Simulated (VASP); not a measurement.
# Sn2Bi2Te (P6mm) in VASP: notebook

Runs on Sn2Bi2Te. Level: PBE. Tasks: single point, relaxation of cell and atoms.

All numbers are computed with VASP 6.6.1; they aren't measurements. Logs are shortened: lines on timing, memory, paths and dates and some standing lists are left out, and cuts for length are marked.

## Step 1: The cell of the first run

Symmetry: P6mm, No. 183, hexagonal system. Conventional cell: a = 5.563 Å, b = 5.563 Å, c = 6.469 Å, α = 90.00°, β = 90.00°, γ = 120.00°. Within 4.1 Å of Sn (site symmetry 3m) lie 2 Bi at 3.13 to 3.34 Å and 3 Sn at 3.21 Å and 3 Te at 3.23 Å. Bi (site symmetry 3m) has 2 Sn at 3.13 to 3.34 Å and 3 Bi at 3.21 Å within 4.1 Å. Te (site symmetry 6mm) has 6 Sn at 3.23 Å within 4.2 Å.

The cell was built from a structure type or drawn by symmetry, and may not be a known phase.

## Step 2: Single point, PBE

The input, INCAR:

```
SYSTEM = Sn2Bi2Te
PREC     = Accurate       ! precision mode
ENCUT    = 520            ! plane-wave cutoff, eV
EDIFF    = 1E-6           ! SCF threshold, eV
ISMEAR   = 0              ! smearing method
SIGMA    = 0.1            ! smearing width, eV
LREAL    = .FALSE.        ! projectors in reciprocal space
LASPH    = .TRUE.         ! aspherical terms in the spheres
NELM     = 60             ! most SCF steps
ALGO     = Fast           ! electronic algorithm
ISIF     = 2              ! what is computed and relaxed
LWAVE    = .FALSE.        ! write WAVECAR
LCHARG   = .FALSE.        ! write CHGCAR
GGA      = PE             ! functional
NBANDS   = 40             ! bands
```

The input, KPOINTS:

```
regular mesh
0
G
  6 6 4
  0 0 0
```

The input, POSCAR:

```
Sn2Bi2Te
1.0
    5.5632157258      0.0000000000      0.0000000000
   -2.7816078629      4.8178861452      0.0000000000
    0.0000000000      0.0000000000      6.4689514621
Sn Bi Te
2 2 1
Direct
    0.3333333333      0.6666666667      0.0651834786
    0.6666666667      0.3333333333      0.0651834786
    0.3333333333      0.6666666667      0.5809222935
    0.6666666667      0.3333333333      0.5809222935
    0.0000000000      0.0000000000      0.1111915159
```

Potentials or basis: VASP PAW PBE potentials, release 64 (Sn_d, Bi_d, Te).

Run with:

```sh
$ cat potpaw_PBE.64/Sn_d/POTCAR potpaw_PBE.64/Bi_d/POTCAR potpaw_PBE.64/Te/POTCAR > POTCAR
$ mpirun -np 1 vasp_std > vasp.out
```

OUTCAR:

```text
SYSTEM = Sn2Bi2Te
   PREC = Accurate
   ENCUT = 520
   EDIFF = 1E-6
   ISMEAR = 0
   LREAL = .FALSE.
   LASPH = .TRUE.
   NELM = 60
   ISIF = 2
   GGA = PE

 ion  position               nearest neighbor table
   1  0.333  0.667  0.065-   3 3.13   2 3.21   2 3.21   2 3.21   5 3.23   5 3.23   5 3.23   3 3.34

   2  0.667  0.333  0.065-   4 3.13   1 3.21   1 3.21   1 3.21   5 3.23   5 3.23   5 3.23   4 3.34

   3  0.333  0.667  0.581-   1 3.13   4 3.21   4 3.21   4 3.21   1 3.34
   4  0.667  0.333  0.581-   2 3.13   3 3.21   3 3.21   3 3.21   2 3.34
   5  0.000  0.000  0.111-   1 3.23   2 3.23   1 3.23   2 3.23   2 3.23   1 3.23

  LATTYP: Found a hexagonal cell.
 ALAT       =     5.5632157258
 C/A-ratio  =     1.1628079479

  Lattice vectors:

 A1 = (   5.5632157258,   0.0000000000,   0.0000000000)
 A2 = (  -2.7816078629,   4.8178861452,   0.0000000000)
 A3 = (   0.0000000000,   0.0000000000,   6.4689514621)

Analysis of symmetry for initial positions (statically):
=====================================================================
 Subroutine PRICEL returns:
 Original cell was already a primitive cell.

 Routine SETGRP: Setting up the symmetry group for a
 hexagonal supercell.

 Subroutine GETGRP returns: Found 12 space group operations
 (whereof 12 operations were pure point group operations)
 out of a pool of 24 trial point group operations.

The static configuration has the point symmetry C_6v.

Analysis of symmetry for dynamics (positions and initial velocities):
=====================================================================
 Subroutine PRICEL returns:
 Original cell was already a primitive cell.

 Routine SETGRP: Setting up the symmetry group for a
 hexagonal supercell.

 Subroutine GETGRP returns: Found 12 space group operations
 (whereof 12 operations were pure point group operations)
 out of a pool of 24 trial point group operations.

The dynamic configuration has the point symmetry C_6v.

 Subroutine INISYM returns: Found 12 space group operations
 (whereof 12 operations are pure point group operations),
 and found     1 'primitive' translations

----------------------------------------------------------------------------------------

                                     Primitive cell

  volume of cell :     173.3869

  direct lattice vectors                    reciprocal lattice vectors
     5.563215726  0.000000000  0.000000000     0.179752152  0.103779953  0.000000000
    -2.781607863  4.817886145  0.000000000     0.000000000  0.207559907  0.000000000
     0.000000000  0.000000000  6.468951462     0.000000000  0.000000000  0.154584558

  length of vectors
     5.563215726  5.563215726  6.468951462     0.207559907  0.207559907  0.154584558

  position of ions in fractional coordinates (direct lattice)
     0.333333333  0.666666667  0.065183479
     0.666666667  0.333333333  0.065183479
     0.333333333  0.666666667  0.580922294
     0.666666667  0.333333333  0.580922294
     0.000000000  0.000000000  0.111191516

  ion indices of the primitive-cell ions
   primitive index   ion index
                 1           1
                 2           2
                 3           3
                 4           4
                 5           5

----------------------------------------------------------------------------------------

 KPOINTS: regular mesh

Automatic generation of k-mesh.
 Grid dimensions read from file:
 generate k-points for:    6    6    4

 Generating k-lattice:

  Cartesian coordinates                     Fractional coordinates (reciprocal lattice)
     0.029958692  0.017296659  0.000000000     0.166666667  0.000000000  0.000000000
     0.000000000  0.034593318  0.000000000     0.000000000  0.166666667  0.000000000
     0.000000000  0.000000000  0.038646139     0.000000000  0.000000000  0.250000000

  Length of vectors
     0.034593318  0.034593318  0.038646139

  Shift w.r.t. Gamma in fractional coordinates (k-lattice)
     0.000000000  0.000000000  0.000000000

 Subroutine IBZKPT returns following result:
 ===========================================

 Found     21 irreducible k-points:

 Following reciprocal coordinates:
            Coordinates               Weight
  0.000000  0.000000  0.000000      1.000000
  0.166667  0.000000  0.000000      6.000000
  0.333333  0.000000  0.000000      6.000000
  0.500000  0.000000  0.000000      3.000000
  0.166667  0.166667  0.000000      6.000000
  0.333333  0.166667  0.000000     12.000000
[... 13 lines left out ...]
  0.333333  0.166667  0.500000     12.000000
  0.333333  0.333333  0.500000      2.000000
   k-points           NKPTS =     21   k-points in BZ     NKDIM =     21   number of bands    NBANDS=     40
   number of dos      NEDOS =    301   number of ions     NIONS =      5
   total plane-waves  NPLWV =  84672
   dimension x,y,z NGX =    42 NGY =   42 NGZ =   48
   dimension x,y,z NGXF=    84 NGYF=   84 NGZF=   96
   ions per type =               2   2   1
   NGX,Y,Z   is equivalent  to a cutoff of  12.55, 12.55, 12.34 a.u.
   NGXF,Y,Z  is equivalent  to a cutoff of  25.10, 25.10, 24.67 a.u.
 SYSTEM =  Sn2Bi2Te
   PREC   = accura    normal or accurate (medium, high low for compatibility)
   ISTART =      0    job   : 0-new  1-cont  2-samecut
   ICHARG =      2    charge: 1-file 2-atom 10-const
   ISPIN  =      1    spin polarized calculation?
   LNONCOLLINEAR =      F non collinear calculations
   LSORBIT =      F    spin-orbit coupling
   LASPH  =      T    aspherical Exc in radial PAW
   ENCUT  =  520.0 eV  38.22 Ry    6.18 a.u.  10.34 10.34 12.03*2*pi/ulx,y,z
   NELM   =     60;   NELMIN=  2; NELMDL= -5     # of ELM steps
   EDIFF  = 0.1E-05   stopping-criterion for ELM
   LREAL  =      F    real-space projection
   EDIFFG = 0.1E-04   stopping-criterion for IOM
   NSW    =      0    number of steps for IOM
   IBRION =     -1    ionic relax: 0-MD 1-quasi-New 2-CG
   NFREE  =      0    steps in history (QN), initial steepest desc. (CG)
   ISIF   =      2    stress and relaxation
   ISYM   =      2    0-nonsym 1-usesym 2-fastsym
   POTIM  = 0.5000    time-step for ionic-motion
   TEBEG  =    0.0;   TEEND  =   0.0 temperature during run
   PSTRESS=    0.0 pullay stress
   NELECT =      64.0000    total number of electrons
   NUPDOWN=      -1.0000    fix difference up-down
   EMIN   =  10.00;   EMAX   =-10.00  energy-range for DOS
   EFERMI =   0.00;   METHOD = LEGACY
   ISMEAR =     0;   SIGMA  =   0.10  broadening in eV -4-tet -1-fermi 0-gaus
   EFERMI_NEDOS =   21; number of points for ismear=-14 and -15
   IALGO  =     68    algorithm
   IMIX   =      4    mixing-type and parameters
     AMIX     =   0.40;   BMIX     =  1.00
     AMIX_MAG =   1.60;   BMIX_MAG =  1.00
  volume/ion in A,a.u.               =      34.68       234.01
  Fermi-wavevector in a.u.,A,eV,Ry     =   1.174346  2.219192 18.763636  1.379088
  Thomas-Fermi vector in A             =   2.310744
   LORBIT       =      0    0 simple, 1 ext, 2 COOP (PROOUT), +10 PAW based schemes
   GGA     = PE    functional components
   LHFCALC =     F    Hartree Fock is set to
   AEXX    =    0.0000 exact exchange contribution
   IVDW    =     0    specifies the selected vdW correction
   LEPSILON=     F    determine dielectric tensor
   LRPA    =     F    only Hartree local field effects (RPA)
 non-spin polarized calculation
 RMM-DIIS sequential band-by-band and
 Gauss-broadening in eV      SIGMA  =   0.10
  energy-cutoff  :      520.00
  volume of cell :      173.39
 maximum number of plane-waves:      4704
 NGX is ok and might be reduce to    42
   NGX = 21   NGY = 21   NGZ = 25

 number of electron      63.9999994 magnetization

 Free energy of the ion-electron system (eV)
  ---------------------------------------------------
  ext. energy  EPLUGINS =         0.00000000
  ---------------------------------------------------
  free energy    TOTEN  =       -18.36354310 eV

  energy without entropy =      -18.35465941  energy(sigma->0) =      -18.35910125

 E-fermi :   5.7783     XC(G=0):  -9.2244

 val. band max:        5.7380874612   @ k =   0.5000   0.0000   0.0000
 cond. band min:       5.7911363975   @ k =   0.5000   0.0000   0.2500
 fundamental gap:      0.0530489364
 Fermi energy:         5.7782748790

 k-point     1 :       0.0000    0.0000    0.0000
  band No.  band energies     occupation
      1     -16.9171      2.00000
      2     -16.9166      2.00000
      3     -16.9166      2.00000
      4     -16.8651      2.00000
      5     -16.8651      2.00000
      6     -16.8104      2.00000
[... 32 lines left out ...]
     39      10.6335      0.00000
     40      10.6399      0.00000

 k-point     2 :       0.1667    0.0000    0.0000
  band No.  band energies     occupation
      1     -16.9328      2.00000
      2     -16.9320      2.00000
      3     -16.9156      2.00000
      4     -16.8665      2.00000
      5     -16.8615      2.00000
      6     -16.7996      2.00000
[... 32 lines left out ...]
     39      10.5211      0.00000
     40      10.9151      0.00000

 k-point     3 :       0.3333    0.0000    0.0000
  band No.  band energies     occupation
      1     -16.9567      2.00000
      2     -16.9553      2.00000
      3     -16.9128      2.00000
      4     -16.8691      2.00000
      5     -16.8529      2.00000
      6     -16.8063      2.00000
[... 32 lines left out ...]
     39      10.4847      0.00000
     40      10.8101      0.00000

 k-point     4 :       0.5000    0.0000    0.0000
  band No.  band energies     occupation
      1     -16.9666      2.00000
      2     -16.9650      2.00000
      3     -16.9114      2.00000
      4     -16.8704      2.00000
      5     -16.8470      2.00000
      6     -16.8124      2.00000
[... 32 lines left out ...]
     39      10.2802      0.00000
     40      10.8504      0.00000
[... 643 lines left out ...]
     39       9.2399      0.00000
     40      11.3089      0.00000

 k-point    20 :       0.3333    0.1667    0.5000
  band No.  band energies     occupation
      1     -16.9814      2.00000
      2     -16.9409      2.00000
      3     -16.9094      2.00000
      4     -16.8700      2.00000
      5     -16.8426      2.00000
      6     -16.8141      2.00000
[... 32 lines left out ...]
     39       9.6799      0.00000
     40      10.3496      0.00000

 k-point    21 :       0.3333    0.3333    0.5000
  band No.  band energies     occupation
      1     -16.9919      2.00000
      2     -16.9236      2.00000
      3     -16.9236      2.00000
      4     -16.8716      2.00000
      5     -16.8283      2.00000
      6     -16.8283      2.00000
[... 32 lines left out ...]
     39      10.5605      0.00000
     40      10.9536      0.00000

------------------------ aborting loop because EDIFF is reached ----------------------------------------

  FORCE on cell =-STRESS in cart. coord.  units (eV):
  Direction    XX          YY          ZZ          XY          YZ          ZX
  --------------------------------------------------------------------------------------
  -------------------------------------------------------------------------------------
  Total       -0.0438512     -0.0438512     -0.1055163      0.0000000      0.0000000      0.0000000
  in kB       -0.4052057     -0.4052057     -0.9750203      0.0000000      0.0000000      0.0000000
  external PRESSURE =      -0.5951439 kB  Pullay stress =       0.0000000 kB

 VOLUME and BASIS-vectors are now :
 -----------------------------------------------------------------------------
  energy-cutoff  :      520.00
  volume of cell :      173.39
      direct lattice vectors                 reciprocal lattice vectors
     5.563215726  0.000000000  0.000000000     0.179752152  0.103779953  0.000000000
    -2.781607863  4.817886145  0.000000000     0.000000000  0.207559907  0.000000000
     0.000000000  0.000000000  6.468951462     0.000000000  0.000000000  0.154584558

 POSITION                                       TOTAL-FORCE (eV/Angst)
 -----------------------------------------------------------------------------------
     -0.00000      3.21192      0.42167         0.000000      0.000000      0.022950
      2.78161      1.60596      0.42167         0.000000      0.000000      0.022950
     -0.00000      3.21192      3.75796         0.000000      0.000000     -0.015362
      2.78161      1.60596      3.75796        -0.000000      0.000000     -0.015362
      0.00000      0.00000      0.71929         0.000000     -0.000000     -0.015176
 -----------------------------------------------------------------------------------
    total drift:                               -0.000000     -0.000000     -0.001017

  FREE ENERGIE OF THE ION-ELECTRON SYSTEM (eV)
  ---------------------------------------------------
  free  energy   TOTEN  =       -18.3635430988 eV

  energy  without entropy=      -18.3546594091  energy(sigma->0) =      -18.35910125
```

Wall time 94 s (1 thread of Intel Xeon 6975P-C (Granite Rapids), shared host); peak memory 0.35 GiB.

What came out:

| Item | Value |
| --- | --- |
| Free energy | -18.3635 eV |
| Pressure | -0.1 GPa |
| Largest force | 0.023 eV/Å |
| Band gap on the k mesh | zero (bands 32 and 33 overlap by 1.56 eV) |

Forces in eV/Å, atoms in the order of the input:
```
Sn   0.000  0.000  0.023
Sn   0.000  0.000  0.023
Bi   0.000  0.000 -0.015
Bi   0.000  0.000 -0.015
Te   0.000  0.000 -0.015
```

Caveat: spin-orbit coupling is left out, which moves the levels of the heavy elements.

## Step 3: Single point, PBE

This run uses another cell than the first one.

The input, INCAR:

```
ALGO     = Normal         # electronic algorithm
EDIFF    = 1E-6           # SCF threshold, eV
ENCUT    = 520            # plane-wave cutoff, eV
GGA      = PE             # functional
ISIF     = 2              # what is computed and relaxed
ISMEAR   = 0              # smearing method
LASPH    = T              # aspherical terms in the spheres
LCHARG   = F              # write CHGCAR
LREAL    = F              # projectors in reciprocal space
LWAVE    = F              # write WAVECAR
NBANDS   = 40             # bands
NELM     = 80             # most SCF steps
PREC     = Accurate       # precision mode
SIGMA    = 0.1            # smearing width, eV
```

The input, KPOINTS:

```
k-points
0
Gamma
  6 6 2
```

The input, POSCAR:

```
Sn2Bi2Te
1.0
    4.6150927800      0.0000000000      0.0000000000
   -2.3075463900      3.9967875900      0.0000000000
    0.0000000000      0.0000000000      9.5135790000
Sn Bi Te
2 2 1
Direct
    0.3333333300      0.6666666700      0.0793544700
    0.6666666700      0.3333333300      0.0793544700
    0.3333333300      0.6666666700      0.4738880600
    0.6666666700      0.3333333300      0.4738880600
    0.0000000000      0.0000000000      0.2969180000
```

Potentials or basis: VASP PAW PBE potentials, release 64 (Sn_d, Bi_d, Te).

Run with:

```sh
$ cat potpaw_PBE.64/Sn_d/POTCAR potpaw_PBE.64/Bi_d/POTCAR potpaw_PBE.64/Te/POTCAR > POTCAR
$ mpirun -np 1 vasp_std > vasp.out
```

It took 63 s on 1 thread of Intel Xeon 6975P-C (Granite Rapids), shared host; peak memory 0.33 GiB.

It converged, with:

| Item | Value |
| --- | --- |
| Free energy | -13.2191 eV |
| Pressure | 19.0 GPa |
| Largest force | 1.720 eV/Å |
| Band gap on the k mesh | zero (bands 32 and 33 overlap by 1.51 eV) |

Forces on the atoms (eV/Å):
```
Sn   0.000  0.000 -0.512
Sn   0.000  0.000 -0.512
Bi   0.000  0.000  1.372
Bi   0.000  0.000  1.372
Te   0.000  0.000 -1.720
```

Stress tensor (GPa, compression positive):
```
25.60  0.00  0.00
 0.00 25.60  0.00
 0.00  0.00  5.78
```

Levels at points of the mesh, in eV from the Fermi level:
| k point | band 30 | band 31 | band 32 | band 33 | band 34 | band 35 |
| --- | --- | --- | --- | --- | --- | --- |
| (0.00, 0.00, 0.00) | -2.93 | -1.37 | -1.29 | -1.29 | 0.32 | 1.87 |
| (0.50, 0.00, 0.00) | -1.49 | -0.23 | -0.04 | 0.77 | 1.28 | 2.00 |
| (0.00, 0.00, 0.50) | -2.78 | -1.38 | -1.29 | -1.29 | 0.03 | 1.85 |
| (0.50, 0.00, 0.50) | -1.41 | -0.56 | -0.02 | 0.76 | 1.01 | 2.40 |

Caveat: the cell stands under pressure; spin-orbit coupling is left out, which moves the levels of the heavy elements; forces of over 1 eV/Å act on the atoms, so gaps and moduli don't describe the material at rest.

## Step 4: Single point, PBE

This run uses another cell than the first one, of 35.07 Å³/atom.

The input, INCAR:

```
  PREC = Accurate
  ENCUT = 520
  EDIFF = 1E-6
  ISMEAR = 0
  SIGMA = 0.1
  LREAL = False
  LASPH = True
  NELM = 100
  ALGO = Normal
  ISIF = 2
  LWAVE = False
  LCHARG = False
  GGA = PE
  NBANDS = 40
```

The input, KPOINTS:

```
Automatic mesh
0
Gamma
  6 6 2
```

The input, POSCAR:

```
Sn2Bi2Te
1.0
    5.5269524186      0.0000000000      0.0000000000
   -2.7634762093      4.7864812000      0.0000000000
    0.0000000000      0.0000000000      6.6274694870
Sn Bi Te
2 2 1
Direct
    0.3333333333      0.6666666667      0.0622201811
    0.6666666667      0.3333333333      0.0622201811
    0.3333333333      0.6666666667      0.5769866892
    0.6666666667      0.3333333333      0.5769866892
    0.0000000000      0.0000000000      0.1249893195
```

Run with:

```sh
$ cat potpaw_PBE.64/Sn_d/POTCAR potpaw_PBE.64/Bi_d/POTCAR potpaw_PBE.64/Te/POTCAR > POTCAR
$ mpirun -np 1 vasp_std > vasp.out
```

It took 59 s on 1 thread of Intel Xeon 6975P-C (Granite Rapids), shared host; peak memory 0.33 GiB.

It converged, with:

```
Free energy            : -18.0188 eV
Pressure               : -0.1 GPa
Largest force          : 0.022 eV/Å
Band gap on the k mesh : zero (bands 32 and 33 overlap by 1.72 eV)
```

Forces in eV/Å, atoms in the order of the input:
```
Sn   0.000  0.000 -0.009
Sn   0.000  0.000 -0.009
Bi   0.000  0.000  0.020
Bi   0.000  0.000  0.020
Te   0.000  0.000 -0.022
```

Levels at points of the mesh, in eV from the Fermi level:
```csv
k point,band 29,band 30,band 31,band 32,band 33,band 34,band 35,band 36
"(0.00, 0.00, 0.00)",-2.88,-2.88,-1.16,-1.16,-1.01,-0.74,1.38,1.38
"(0.50, 0.00, 0.00)",-2.59,-1.80,-1.38,-0.12,1.38,1.56,2.02,2.49
"(0.00, 0.00, 0.50)",-2.36,-2.36,-1.98,-1.98,-1.38,0.69,0.97,0.97
"(0.50, 0.00, 0.50)",-1.28,-0.67,-0.21,0.34,0.60,1.05,1.36,1.64
```

Caveat: the k points lie up to 0.47 Å⁻¹ apart, too coarse for converged energies and pressures of a metal; spin-orbit coupling is left out, which moves the levels of the heavy elements.

(Part 1 of 2 ends here.)
